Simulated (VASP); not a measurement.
# Ga3Sb (I4/mmm) in VASP: a series of runs

Runs on Ga3Sb. Level: PBE+D3(BJ). Tasks: single point.

Everything below comes from runs of VASP 6.6.1. Logs are shortened: lines on timing, memory, paths and dates and some standing lists are left out, and cuts for length are marked.

## (1) The cell of the first run

The structure is tetragonal, space group I4/mmm (No. 139). Conventional cell: a = 4.632 Å, b = 4.632 Å, c = 7.784 Å, α = 90.00°, β = 90.00°, γ = 90.00°. Within 4.0 Å of Ga (site symmetry -4m2) lie 10 Ga at 3.03 to 3.89 Å and 4 Sb at 3.03 Å. Within 4.0 Å of Ga (site symmetry 4/mmm) lie 8 Ga at 3.03 Å and 6 Sb at 3.28 to 3.89 Å. Sb (site symmetry 4/mmm) has 14 Ga at 3.03 to 3.89 Å within 4.0 Å.

## (2) Single point, PBE+D3(BJ) (20.88 Å³/atom)

File INCAR:

```
SYSTEM = Ga3Sb
PREC = Accurate
ENCUT = 520
EDIFF = 1E-7
ISMEAR = 0
SIGMA = 0.15
LREAL = .False.
LASPH = .True.
NELM = 60
ALGO = Fast
ISIF = 2
LWAVE = .False.
LCHARG = .True.
GGA = PE
IVDW = 12
LELF = .True.
LVHAR = .True.
NBANDS = 30
```

File KPOINTS:

```
regular mesh
0
Gamma
  14 14 14
  0 0 0
```

File POSCAR:

```
Ga3Sb
1.0
   -2.3161768792      2.3161768792      3.8918720101
    2.3161768792     -2.3161768792      3.8918720101
    2.3161768792      2.3161768792     -3.8918720101
Ga Sb
3 1
Direct
    0.7500000000      0.2500000000      0.5000000000
    0.2500000000      0.7500000000      0.5000000000
    0.5000000000      0.5000000000      0.0000000000
    0.0000000000      0.0000000000      0.0000000000
```

Potentials or basis: VASP PAW PBE potentials, release 64 (Ga_d, Sb).

Launch:

```bash
$ cat potpaw_PBE.64/Ga_d/POTCAR potpaw_PBE.64/Sb/POTCAR > POTCAR
$ mpirun -np 1 vasp_std > vasp.out
```

OUTCAR:

```text
SYSTEM = Ga3Sb
   PREC = Accurate
   ENCUT = 520
   EDIFF = 1E-7
   ISMEAR = 0
   LREAL = .False.
   LASPH = .True.
   NELM = 60
   ISIF = 2
   GGA = PE
   IVDW = 12
 IVDW          = 12

 ion  position               nearest neighbor table
   1  0.750  0.250  0.500-   4 3.03   4 3.03   4 3.03   4 3.03
   2  0.250  0.750  0.500-   4 3.03   4 3.03   4 3.03   4 3.03
   3  0.500  0.500  0.000-   4 3.28   4 3.28   4 3.28   4 3.28
   4  0.000  0.000  0.000-   1 3.03   2 3.03   1 3.03   2 3.03   1 3.03   2 3.03   1 3.03   2 3.03
                             3 3.28   3 3.28   3 3.28   3 3.28

  LATTYP: Found a body centered tetragonal cell.
 ALAT       =     4.6323537584
 C/A-ratio  =     1.6803000000

  Lattice vectors:

 A1 = (  -2.3161768792,   2.3161768792,   3.8918720101)
 A2 = (   2.3161768792,  -2.3161768792,   3.8918720101)
 A3 = (   2.3161768792,   2.3161768792,  -3.8918720101)

Analysis of symmetry for initial positions (statically):
=====================================================================
 Subroutine PRICEL returns:
 Original cell was already a primitive cell.

 Routine SETGRP: Setting up the symmetry group for a
 body centered tetragonal supercell.

 Subroutine GETGRP returns: Found 16 space group operations
 (whereof 16 operations were pure point group operations)
 out of a pool of 16 trial point group operations.

The static configuration has the point symmetry D_4h.

Analysis of symmetry for dynamics (positions and initial velocities):
=====================================================================
 Subroutine PRICEL returns:
 Original cell was already a primitive cell.

 Routine SETGRP: Setting up the symmetry group for a
 body centered tetragonal supercell.

 Subroutine GETGRP returns: Found 16 space group operations
 (whereof 16 operations were pure point group operations)
 out of a pool of 16 trial point group operations.

The dynamic configuration has the point symmetry D_4h.

 Subroutine INISYM returns: Found 16 space group operations
 (whereof 16 operations are pure point group operations),
 and found     1 'primitive' translations

----------------------------------------------------------------------------------------

                                     Primitive cell

  volume of cell :      83.5145

  direct lattice vectors                    reciprocal lattice vectors
    -2.316176879  2.316176879  3.891872010     0.000000000  0.215872978  0.128472879
     2.316176879 -2.316176879  3.891872010     0.215872978  0.000000000  0.128472879
     2.316176879  2.316176879 -3.891872010     0.215872978  0.215872978  0.000000000

  length of vectors
     5.086847591  5.086847591  5.086847591     0.251209918  0.251209918  0.305290493

  position of ions in fractional coordinates (direct lattice)
     0.750000000  0.250000000  0.500000000
     0.250000000  0.750000000  0.500000000
     0.500000000  0.500000000  0.000000000
     0.000000000  0.000000000  0.000000000

  ion indices of the primitive-cell ions
   primitive index   ion index
                 1           1
                 2           2
                 3           3
                 4           4

----------------------------------------------------------------------------------------

 KPOINTS: regular mesh

Automatic generation of k-mesh.
 Grid dimensions read from file:
 generate k-points for:   14   14   14

 Generating k-lattice:

  Cartesian coordinates                     Fractional coordinates (reciprocal lattice)
     0.000000000  0.015419498  0.009176634     0.071428571  0.000000000  0.000000000
     0.015419498  0.000000000  0.009176634     0.000000000  0.071428571  0.000000000
     0.015419498  0.015419498  0.000000000     0.000000000  0.000000000  0.071428571

  Length of vectors
     0.017943566  0.017943566  0.021806464

  Shift w.r.t. Gamma in fractional coordinates (k-lattice)
     0.000000000  0.000000000  0.000000000

 Subroutine IBZKPT returns following result:
 ===========================================

 Found    244 irreducible k-points:

 Following reciprocal coordinates:
            Coordinates               Weight
  0.000000  0.000000  0.000000      1.000000
  0.071429  0.000000 -0.000000      8.000000
  0.142857  0.000000 -0.000000      8.000000
  0.214286  0.000000 -0.000000      8.000000
  0.285714  0.000000  0.000000      8.000000
  0.357143  0.000000 -0.000000      8.000000
[... 16 lines left out ...]
  0.214286  0.142857  0.000000     16.000000
  0.285714  0.142857 -0.000000     16.000000
 [... further k-points ...]
   k-points           NKPTS =    244   k-points in BZ     NKDIM =    244   number of bands    NBANDS=     30
   number of dos      NEDOS =    301   number of ions     NIONS =      4
   total plane-waves  NPLWV =  64000
   dimension x,y,z NGX =    40 NGY =   40 NGZ =   40
   dimension x,y,z NGXF=    80 NGYF=   80 NGZF=   80
   ions per type =               3   1
   NGX,Y,Z   is equivalent  to a cutoff of  13.07, 13.07, 13.07 a.u.
   NGXF,Y,Z  is equivalent  to a cutoff of  26.15, 26.15, 26.15 a.u.
 SYSTEM =  Ga3Sb
   PREC   = accura    normal or accurate (medium, high low for compatibility)
   ISTART =      0    job   : 0-new  1-cont  2-samecut
   ICHARG =      2    charge: 1-file 2-atom 10-const
   ISPIN  =      1    spin polarized calculation?
   LNONCOLLINEAR =      F non collinear calculations
   LSORBIT =      F    spin-orbit coupling
   LASPH  =      T    aspherical Exc in radial PAW
   ENCUT  =  520.0 eV  38.22 Ry    6.18 a.u.   9.46  9.46  9.46*2*pi/ulx,y,z
   NELM   =     60;   NELMIN=  2; NELMDL= -5     # of ELM steps
   EDIFF  = 0.1E-06   stopping-criterion for ELM
   LREAL  =      F    real-space projection
   EDIFFG = 0.1E-05   stopping-criterion for IOM
   NSW    =      0    number of steps for IOM
   IBRION =     -1    ionic relax: 0-MD 1-quasi-New 2-CG
   NFREE  =      0    steps in history (QN), initial steepest desc. (CG)
   ISIF   =      2    stress and relaxation
   ISYM   =      2    0-nonsym 1-usesym 2-fastsym
   POTIM  = 0.5000    time-step for ionic-motion
   TEBEG  =    0.0;   TEEND  =   0.0 temperature during run
   PSTRESS=    0.0 pullay stress
   NELECT =      44.0000    total number of electrons
   NUPDOWN=      -1.0000    fix difference up-down
   EMIN   =  10.00;   EMAX   =-10.00  energy-range for DOS
   EFERMI =   0.00;   METHOD = LEGACY
   ISMEAR =     0;   SIGMA  =   0.15  broadening in eV -4-tet -1-fermi 0-gaus
   EFERMI_NEDOS =   21; number of points for ismear=-14 and -15
   IALGO  =     68    algorithm
   IMIX   =      4    mixing-type and parameters
     AMIX     =   0.40;   BMIX     =  1.00
     AMIX_MAG =   1.60;   BMIX_MAG =  1.00
  volume/ion in A,a.u.               =      20.88       140.90
  Fermi-wavevector in a.u.,A,eV,Ry     =   1.322224  2.498641 23.786746  1.748277
  Thomas-Fermi vector in A             =   2.451921
   LORBIT       =      0    0 simple, 1 ext, 2 COOP (PROOUT), +10 PAW based schemes
   GGA     = PE    functional components
   LHFCALC =     F    Hartree Fock is set to
   AEXX    =    0.0000 exact exchange contribution
   IVDW    =    12    specifies the selected vdW correction
   LEPSILON=     F    determine dielectric tensor
   LRPA    =     F    only Hartree local field effects (RPA)
 non-spin polarized calculation
 RMM-DIIS sequential band-by-band and
 Gauss-broadening in eV      SIGMA  =   0.15
  energy-cutoff  :      520.00
  volume of cell :       83.51
 maximum number of plane-waves:      2303
 NGX is ok and might be reduce to    40
   NGX = 19   NGY = 19   NGZ = 19

 number of electron      43.9999990 magnetization

 Free energy of the ion-electron system (eV)
  ---------------------------------------------------
  ext. energy  EPLUGINS =         0.00000000
  ---------------------------------------------------
  free energy    TOTEN  =       -12.53073987 eV

  energy without entropy =      -12.50791213  energy(sigma->0) =      -12.51932600

 E-fermi :   6.5828     XC(G=0): -10.7569

 val. band max:        6.5807837339   @ k =   0.4286   0.1429   0.0714
 cond. band min:       6.5913756240   @ k =   0.5000   0.3571  -0.0000
 fundamental gap:      0.0105918901
 Fermi energy:         6.5828226770

 k-point     1 :       0.0000    0.0000    0.0000
  band No.  band energies     occupation
      1      -8.4078      2.00000
      2      -8.3833      2.00000
      3      -8.3593      2.00000
      4      -8.3526      2.00000
      5      -8.3526      2.00000
      6      -8.3366      2.00000
[... 22 lines left out ...]
     29      11.7535      0.00000
     30      12.3540      0.00000

 k-point     2 :       0.0714    0.0000   -0.0000
  band No.  band energies     occupation
      1      -8.4058      2.00000
      2      -8.3825      2.00000
      3      -8.3652      2.00000
      4      -8.3577      2.00000
      5      -8.3493      2.00000
      6      -8.3386      2.00000
[... 22 lines left out ...]
     29      12.0475      0.00000
     30      12.6480      0.00000

 k-point     3 :       0.1429    0.0000   -0.0000
  band No.  band energies     occupation
      1      -8.3998      2.00000
      2      -8.3831      2.00000
      3      -8.3677      2.00000
      4      -8.3665      2.00000
      5      -8.3527      2.00000
      6      -8.3320      2.00000
[... 22 lines left out ...]
     29      12.7899      0.00000
     30      13.3945      0.00000

 k-point     4 :       0.2143    0.0000   -0.0000
  band No.  band energies     occupation
      1      -8.3906      2.00000
      2      -8.3861      2.00000
      3      -8.3747      2.00000
      4      -8.3623      2.00000
      5      -8.3562      2.00000
      6      -8.3229      2.00000
[... 616 lines left out ...]
     29      12.5822      0.00000
     30      12.9868      0.00000

 k-point    23 :       0.2143    0.1429    0.0000
  band No.  band energies     occupation
      1      -8.4039      2.00000
      2      -8.3800      2.00000
      3      -8.3743      2.00000
      4      -8.3612      2.00000
      5      -8.3508      2.00000
      6      -8.3262      2.00000
[... 22 lines left out ...]
     29      11.7251      0.00000
     30      13.1597      0.00000

 k-point    24 :       0.2857    0.1429   -0.0000
  band No.  band energies     occupation
      1      -8.4051      2.00000
      2      -8.3755      2.00000
      3      -8.3692      2.00000
      4      -8.3598      2.00000
      5      -8.3475      2.00000
      6      -8.3137      2.00000
[... 22 lines left out ...]
     29      12.3519      0.00000
     30      14.0937      0.00000

 [... further k-points ...]

------------------------ aborting loop because EDIFF is reached ----------------------------------------

 Edisp (eV)   -1.42706

 E8    (eV) :    -0.6624

  FORCE on cell =-STRESS in cart. coord.  units (eV):
  Direction    XX          YY          ZZ          XY          YZ          ZX
  --------------------------------------------------------------------------------------
  -------------------------------------------------------------------------------------
  Total      -0.34363    -0.34363     0.27008     0.00000     0.00000     0.00000
  in kB      -6.59225    -6.59225     5.18134     0.00000     0.00000     0.00000
  external pressure =       -2.67 kB  Pullay stress =        0.00 kB

 VOLUME and BASIS-vectors are now :
 -----------------------------------------------------------------------------
  energy-cutoff  :      520.00
  volume of cell :       83.51
      direct lattice vectors                 reciprocal lattice vectors
    -2.316176879  2.316176879  3.891872010     0.000000000  0.215872978  0.128472879
     2.316176879 -2.316176879  3.891872010     0.215872978  0.000000000  0.128472879
     2.316176879  2.316176879 -3.891872010     0.215872978  0.215872978  0.000000000

 POSITION                                       TOTAL-FORCE (eV/Angst)
 -----------------------------------------------------------------------------------
      0.00000      2.31618      1.94594        -0.000000     -0.000000      0.000000
      2.31618      0.00000      1.94594         0.000000      0.000000     -0.000000
      0.00000      0.00000      3.89187         0.000000     -0.000000     -0.000000
      0.00000      0.00000      0.00000         0.000000     -0.000000     -0.000000
 -----------------------------------------------------------------------------------
    total drift:                               -0.000000     -0.000000      0.000000

  FREE ENERGIE OF THE ION-ELECTRON SYSTEM (eV)
  ---------------------------------------------------
  free  energy   TOTEN  =       -13.9577969736 eV

  energy  without entropy=      -13.9349692424  energy(sigma->0) =      -13.94638311
```

Wall time 12 min (1 thread of Intel Xeon Platinum 8259CL at 2.50GHz (Skylake/Cascade Lake), shared host); peak memory 0.63 GiB.

What came out:

| Property | Result |
| --- | --- |
| Free energy | -13.9578 eV |
| Pressure | -0.3 GPa |
| Band gap on the k mesh | zero (bands 22 and 23 overlap by 4.38 eV) |
| Dispersion energy per atom | -0.357 eV |

Caveat: spin-orbit coupling is left out, which moves the levels of the heavy elements.

[end of part 1 of 2]
